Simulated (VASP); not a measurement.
# Sb: single point with PBE

The system is Sb.

```
Sb
1.0
    -2.97692    2.97692    2.97692
     2.97692   -2.97692    2.97692
     2.97692    2.97692   -2.97692
Sb
3
Cartesian
  2.9769 0.0000 0.0000
  0.0000 2.9769 0.0000
  0.0000 0.0000 2.9769
```

- Program: VASP 6.6.1
- Task: single point
- Functional: PBE
- Potentials or basis: VASP PAW PBE potentials, release 64 (Sb)
- Cutoff: 520 eV
- k mesh: 12 × 12 × 12
- Occupations: gaussian, width 0.1 eV
- Spin: no spin polarisation

| Quantity | Value |
| --- | --- |
| Pressure | 0.0 GPa |

Levels at points of the mesh, in eV from the Fermi level:
```
           k point  band 6  band 7  band 8  band 9  band 10  band 11
(0.00, 0.00, 0.00)   -3.55   -0.28   -0.28   -0.28     3.40     3.40
(0.50, 0.00, 0.00)   -1.02   -0.73    0.23    0.63     1.34     1.94
(0.50, 0.50, 0.50)   -4.79    0.86    0.86    0.86     4.90     6.33
```

It took 2.3 min on 1 thread of Intel Xeon 8259CL (shared host), peak memory 0.28 GiB.

Caveat: spin-orbit coupling is left out, which moves the levels of the heavy elements.
